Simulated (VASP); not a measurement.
# MgZr2N (P6mm) in VASP: relaxation of cell and atoms with PBE

Aim: the relaxation of cell and atoms of MgZr2N with PBE.

All numbers are computed with VASP 6.6.1; they aren't measurements. Logs are shortened: lines on timing, memory, paths and dates and some standing lists are left out, and cuts for length are marked.

### Step 1. The cell of the first run

The structure is hexagonal, space group P6mm (No. 183). Conventional cell: a = 3.921 Å, b = 3.921 Å, c = 4.820 Å, α = 90.00°, β = 90.00°, γ = 120.00°. Mg (site symmetry 6mm) has 1 N at 1.75 Å and 6 Zr at 2.28 Å within 2.3 Å. Within 3.1 Å of Zr (site symmetry 3m) lie 3 Zr at 2.26 Å and 3 Mg at 2.28 Å and 3 N at 3.03 Å. Within 2.3 Å of N (site symmetry 6mm) lie 1 Mg at 1.75 Å.

The cell was generated, and may not be a known phase.

### Step 2. Relaxation of cell and atoms, PBE

INCAR reads:

```
SYSTEM = MgZr2N
ALGO = Normal
EDIFF = 1E-7
EDIFFG = -0.04
ENCUT = 840
GGA = PE
GGA_COMPAT = .FALSE.
IBRION = 2
ISIF = 3
ISMEAR = 0
LASPH = .TRUE.
LCHARG = .FALSE.
LREAL = .FALSE.
LWAVE = .FALSE.
NELM = 120
NELMIN = 4
NSW = 90
PREC = Accurate
SIGMA = 0.1
```

KPOINTS reads:

```
k-points
0
G
  6 6 4
  0 0 0
```

POSCAR reads:

```
MgZr2N
1.0
    3.9208415000      0.0000000000      0.0000000000
   -1.9604207500      3.3955483400      0.0000000000
    0.0000000000      0.0000000000      4.8204134200
Mg Zr N
1 2 1
Direct
    0.0000000000      0.0000000000      0.0625436200
    0.3333333300      0.6666666700      0.1181884600
    0.6666666700      0.3333333300      0.1181884600
    0.0000000000      0.0000000000      0.7003074800
```

Potentials or basis: VASP PAW PBE potentials, release 64 (Mg_sv, Zr_sv, N).

The run is started by

```
cat potpaw_PBE.64/Mg_sv/POTCAR potpaw_PBE.64/Zr_sv/POTCAR potpaw_PBE.64/N/POTCAR > POTCAR
mpirun -np 1 vasp_std > vasp.out
```

OUTCAR:

```text
SYSTEM = MgZr2N
   EDIFF = 1E-7
   EDIFFG = -0.04
   ENCUT = 840
   GGA = PE
   IBRION = 2
   ISIF = 3
   ISMEAR = 0
   LASPH = .TRUE.
   LREAL = .FALSE.
   NELM = 120
   NELMIN = 4
   NSW = 90
   PREC = Accurate

 ion  position               nearest neighbor table
   1  0.000  0.000  0.063-   4 1.75   3 2.28   2 2.28   2 2.28   3 2.28   3 2.28   2 2.28
   2  0.333  0.667  0.118-   3 2.26   3 2.26   3 2.26   1 2.28   1 2.28   1 2.28
   3  0.667  0.333  0.118-   2 2.26   2 2.26   2 2.26   1 2.28   1 2.28   1 2.28
   4  0.000  0.000  0.700-   1 1.75

  LATTYP: Found a hexagonal cell.
 ALAT       =     3.9208415000
 C/A-ratio  =     1.2294333806

  Lattice vectors:

 A1 = (   3.9208415000,   0.0000000000,   0.0000000000)
 A2 = (  -1.9604207500,   3.3955483400,   0.0000000000)
 A3 = (   0.0000000000,   0.0000000000,   4.8204134200)

Analysis of symmetry for initial positions (statically):
=====================================================================
 Subroutine PRICEL returns:
 Original cell was already a primitive cell.

 Routine SETGRP: Setting up the symmetry group for a
 hexagonal supercell.

 Subroutine GETGRP returns: Found 12 space group operations
 (whereof 12 operations were pure point group operations)
 out of a pool of 24 trial point group operations.

The static configuration has the point symmetry C_6v.

Analysis of symmetry for dynamics (positions and initial velocities):
=====================================================================
 Subroutine PRICEL returns:
 Original cell was already a primitive cell.

 Routine SETGRP: Setting up the symmetry group for a
 hexagonal supercell.

 Subroutine GETGRP returns: Found 12 space group operations
 (whereof 12 operations were pure point group operations)
 out of a pool of 24 trial point group operations.

The dynamic configuration has the point symmetry C_6v.

 Subroutine INISYM returns: Found 12 space group operations
 (whereof 12 operations are pure point group operations),
 and found     1 'primitive' translations

----------------------------------------------------------------------------------------

                                     Primitive cell

  volume of cell :      64.1761

  direct lattice vectors                    reciprocal lattice vectors
     3.920841500  0.000000000  0.000000000     0.255047290  0.147251622  0.000000000
    -1.960420750  3.395548340  0.000000000     0.000000000  0.294503244  0.000000000
     0.000000000  0.000000000  4.820413420     0.000000000  0.000000000  0.207451086

  length of vectors
     3.920841500  3.920841497  4.820413420     0.294503243  0.294503244  0.207451086

  position of ions in fractional coordinates (direct lattice)
     0.000000000  0.000000000  0.062543620
     0.333333330  0.666666670  0.118188460
     0.666666670  0.333333330  0.118188460
     0.000000000  0.000000000  0.700307480

  ion indices of the primitive-cell ions
   primitive index   ion index
                 1           1
                 2           2
                 3           3
                 4           4

----------------------------------------------------------------------------------------

 KPOINTS: k-points

Automatic generation of k-mesh.
 Grid dimensions read from file:
 generate k-points for:    6    6    4

 Generating k-lattice:

  Cartesian coordinates                     Fractional coordinates (reciprocal lattice)
     0.042507882  0.024541937  0.000000000     0.166666667 -0.000000000  0.000000000
     0.000000000  0.049083874  0.000000000     0.000000000  0.166666667  0.000000000
     0.000000000  0.000000000  0.051862772     0.000000000  0.000000000  0.250000000

  Length of vectors
     0.049083874  0.049083874  0.051862772

  Shift w.r.t. Gamma in fractional coordinates (k-lattice)
     0.000000000  0.000000000  0.000000000

 Subroutine IBZKPT returns following result:
 ===========================================

 Found     21 irreducible k-points:

 Following reciprocal coordinates:
            Coordinates               Weight
  0.000000  0.000000  0.000000      1.000000
  0.166667  0.000000  0.000000      6.000000
  0.333333 -0.000000  0.000000      6.000000
  0.500000  0.000000  0.000000      3.000000
  0.166667  0.166667  0.000000      6.000000
  0.333333  0.166667  0.000000     12.000000
[... 13 lines left out ...]
  0.333333  0.166667  0.500000     12.000000
  0.333333  0.333333  0.500000      2.000000
   k-points           NKPTS =     21   k-points in BZ     NKDIM =     21   number of bands    NBANDS=     23
   number of dos      NEDOS =    301   number of ions     NIONS =      4
   total plane-waves  NPLWV =  76800
   dimension x,y,z NGX =    40 NGY =   40 NGZ =   48
   dimension x,y,z NGXF=    80 NGYF=   80 NGZF=   96
   ions per type =               1   2   1
   NGX,Y,Z   is equivalent  to a cutoff of  16.96, 16.96, 16.55 a.u.
   NGXF,Y,Z  is equivalent  to a cutoff of  33.92, 33.92, 33.11 a.u.
 SYSTEM =  MgZr2N
   PREC   = accura    normal or accurate (medium, high low for compatibility)
   ISTART =      0    job   : 0-new  1-cont  2-samecut
   ICHARG =      2    charge: 1-file 2-atom 10-const
   ISPIN  =      1    spin polarized calculation?
   LNONCOLLINEAR =      F non collinear calculations
   LSORBIT =      F    spin-orbit coupling
   LASPH  =      T    aspherical Exc in radial PAW
   ENCUT  =  840.0 eV  61.74 Ry    7.86 a.u.   9.27  9.27 11.39*2*pi/ulx,y,z
   NELM   =    120;   NELMIN=  4; NELMDL= -5     # of ELM steps
   EDIFF  = 0.1E-06   stopping-criterion for ELM
   LREAL  =      F    real-space projection
   EDIFFG = -.4E-01   stopping-criterion for IOM
   NSW    =     90    number of steps for IOM
   IBRION =      2    ionic relax: 0-MD 1-quasi-New 2-CG
   NFREE  =      1    steps in history (QN), initial steepest desc. (CG)
   ISIF   =      3    stress and relaxation
   ISYM   =      2    0-nonsym 1-usesym 2-fastsym
   POTIM  = 0.5000    time-step for ionic-motion
   TEBEG  =    0.0;   TEEND  =   0.0 temperature during run
   PSTRESS=    0.0 pullay stress
   NELECT =      39.0000    total number of electrons
   NUPDOWN=      -1.0000    fix difference up-down
   EMIN   =  10.00;   EMAX   =-10.00  energy-range for DOS
   EFERMI =   0.00;   METHOD = LEGACY
   ISMEAR =     0;   SIGMA  =   0.10  broadening in eV -4-tet -1-fermi 0-gaus
   EFERMI_NEDOS =   21; number of points for ismear=-14 and -15
   IALGO  =     38    algorithm
   IMIX   =      4    mixing-type and parameters
     AMIX     =   0.40;   BMIX     =  1.00
     AMIX_MAG =   1.60;   BMIX_MAG =  1.00
  volume/ion in A,a.u.               =      16.04       108.27
  Fermi-wavevector in a.u.,A,eV,Ry     =   1.386666  2.620419 26.161862  1.922843
  Thomas-Fermi vector in A             =   2.510960
   LORBIT       =      0    0 simple, 1 ext, 2 COOP (PROOUT), +10 PAW based schemes
   GGA     = PE    functional components
   LHFCALC =     F    Hartree Fock is set to
   AEXX    =    0.0000 exact exchange contribution
   IVDW    =     0    specifies the selected vdW correction
   LEPSILON=     F    determine dielectric tensor
   LRPA    =     F    only Hartree local field effects (RPA)
 conjugate gradient relaxation of ions
 non-spin polarized calculation
 Gauss-broadening in eV      SIGMA  =   0.10
  energy-cutoff  :      840.00
  volume of cell :       64.18
 maximum number of plane-waves:      3610
 NGX is ok and might be reduce to    40
   NGX = 19   NGY = 19   NGZ = 23

--------------------------------------- Ionic step        1  -------------------------------------------

 number of electron      39.0000004 magnetization

 Free energy of the ion-electron system (eV)
  ---------------------------------------------------
  ext. energy  EPLUGINS =         0.00000000
  ---------------------------------------------------
  free energy    TOTEN  =        -9.99517109 eV

  energy without entropy =       -9.97785504  energy(sigma->0) =       -9.98651306

------------------------ aborting loop because EDIFF is reached ----------------------------------------

  FORCE on cell =-STRESS in cart. coord.  units (eV):
  Direction    XX          YY          ZZ          XY          YZ          ZX
  --------------------------------------------------------------------------------------
  -------------------------------------------------------------------------------------
  Total       41.8864158     41.8864157     -0.4158825      0.0000000     -0.0000000      0.0000000
  in kB     1045.7076645   1045.7076626    -10.3826379      0.0000000     -0.0000000      0.0000000
  external PRESSURE =     693.6775631 kB  Pullay stress =       0.0000000 kB
[... 95 lines left out ...]
  FREE ENERGIE OF THE ION-ELECTRON SYSTEM (eV)
  ---------------------------------------------------
  free  energy   TOTEN  =       -19.5005471407 eV

  energy  without entropy=      -19.4731858641  energy(sigma->0) =      -19.48686650

 E-fermi :   3.7672     XC(G=0):  -9.0461

 val. band max:        3.7584689188   @ k =   0.3333  -0.0000   0.2500
 cond. band min:       3.7806578588   @ k =   0.1667   0.0000   0.2500
 fundamental gap:      0.0221889400
 Fermi energy:         3.7671703676

 k-point     1 :       0.0000    0.0000    0.0000
  band No.  band energies     occupation
      1     -70.5356      2.00000
      2     -45.3439      2.00000
      3     -45.1697      2.00000
      4     -37.3440      2.00000
      5     -37.3440      2.00000
      6     -37.2414      2.00000
[... 535 lines left out ...]
     22       4.9551      0.00000
     23       5.3668      0.00000

 E-fermi :   5.3832     XC(G=0): -10.0234

 val. band max:        5.3766940159   @ k =   0.1667   0.0000   0.5000
 cond. band min:       5.3920707048   @ k =   0.1667   0.0000   0.0000
 fundamental gap:      0.0153766889
 Fermi energy:         5.3831642510

 k-point     1 :       0.0000    0.0000    0.0000
  band No.  band energies     occupation
      1     -68.1519      2.00000
      2     -43.4893      2.00000
      3     -43.3242      2.00000
      4     -34.9495      2.00000
      5     -34.9495      2.00000
      6     -34.9183      2.00000
[... 535 lines left out ...]
     22       6.7093      0.00000
     23       7.1473      0.00000

[... ionic steps 4 to 14 ...]

--------------------------------------- Ionic step       15  -------------------------------------------

 number of electron      39.0000012 magnetization

------------------------ aborting loop because EDIFF is reached ----------------------------------------

  FORCE on cell =-STRESS in cart. coord.  units (eV):
  Direction    XX          YY          ZZ          XY          YZ          ZX
  --------------------------------------------------------------------------------------
  -------------------------------------------------------------------------------------
  Total        0.0332172      0.0332172      0.1235237     -0.0000000      0.0000000      0.0000000
  in kB        0.6188205      0.6188205      2.3011906     -0.0000000      0.0000000      0.0000000
  external PRESSURE =       1.1796105 kB  Pullay stress =       0.0000000 kB
[... 61 lines left out ...]
  energy  without entropy=      -21.6330891831  energy(sigma->0) =      -21.65091332

--------------------------------------- Ionic step       17  -------------------------------------------

 number of electron      39.0000012 magnetization

 Free energy of the ion-electron system (eV)
  ---------------------------------------------------
  ext. energy  EPLUGINS =         0.00000000
  ---------------------------------------------------
  free energy    TOTEN  =       -21.66902788 eV

  energy without entropy =      -21.63333381  energy(sigma->0) =      -21.65118084

 E-fermi :   5.0918     XC(G=0):  -9.8625

 val. band max:        5.0847801840   @ k =   0.1667   0.1667   0.0000
 cond. band min:       5.1253277559   @ k =   0.3333  -0.0000   0.0000
 fundamental gap:      0.0405475720
 Fermi energy:         5.0917767879

 k-point     1 :       0.0000    0.0000    0.0000
  band No.  band energies     occupation
      1     -68.6429      2.00000
      2     -43.8097      2.00000
      3     -43.6419      2.00000
      4     -35.4691      2.00000
      5     -35.4691      2.00000
      6     -35.3230      2.00000
[... 566 lines left out ...]
  FREE ENERGIE OF THE ION-ELECTRON SYSTEM (eV)
  ---------------------------------------------------
  free  energy   TOTEN  =       -21.6690278808 eV

  energy  without entropy=      -21.6333338070  energy(sigma->0) =      -21.65118084

 reached required accuracy - stopping structural energy minimisation
```

Wall time 18 min (1 thread of AMD EPYC 7R13 (Zen 3), shared host); peak memory 0.29 GiB.

Results:

* Free energy: -21.6690 eV
* Relaxed volume: 21.52 Å³/atom
* Relaxed cell: a = 5.135 Å, b = 5.135 Å, c = 3.771 Å, α = 90.00°, β = 90.00°, γ = 120.00°
* Space group after relaxing (to 0.1 Å): P6/mmm (No. 191)
* Energy gained by relaxing: 2918.5 meV/atom
* Ionic steps: 17
* Pressure after relaxing: 0.0 GPa
* Largest force after relaxing: 0.021 eV/Å
* Band gap on the k mesh: zero (an odd number of electrons rules out a gap without spin polarisation)

Forces on the atoms (eV/Å):
```
Mg   0.000  0.000  0.021
Zr   0.000  0.000 -0.005
Zr   0.000  0.000 -0.005
N    0.000  0.000 -0.012
```

Step by step:
```csv
step,energy change (eV),largest force (eV/Å),pressure (GPa),volume (Å³)
1,0.0000,3.7583,69.37,64.18
2,-7.4163,1.0245,-15.15,144.67
3,-9.5054,2.0262,-2.41,106.59
4,-9.5147,1.9733,-3.27,108.36
5,-10.2533,1.7448,-4.32,102.10
6,-10.7721,9.1692,6.66,83.01
7,-10.6921,2.6769,-3.68,97.27
8,-11.5370,1.0281,-2.75,90.18
9,-11.6380,1.4809,-0.24,86.60
10,-11.6511,0.3337,-1.39,87.88
11,-11.6544,0.6705,-1.05,87.46
12,-11.6303,1.0941,2.04,84.12
13,-11.6737,0.0858,0.07,86.06
14,-11.6738,0.0713,0.09,86.03
15,-11.6737,0.0568,0.12,86.00
16,-11.6736,0.1303,-0.09,86.26
17,-11.6739,0.0213,0.04,86.10
```

Final structure:
```xyz
4
Lattice="5.1347 0.0000 0.0000 -2.5674 4.4468 0.0000 0.0000 0.0000 3.7708" Properties=species:S:1:pos:R:3 pbc="T T T"
Mg   -2.5674    4.4468    0.4721
Zr    0.0000    2.9645    0.4689
Zr    2.5674    1.4823    0.4689
N     0.0000    0.0000    2.3580
```

Caveat: the volume moved by over 15 % at a fixed basis, so the end points are rough.

The gap in the log of VASP goes by the Fermi energy; the results here count the filled bands.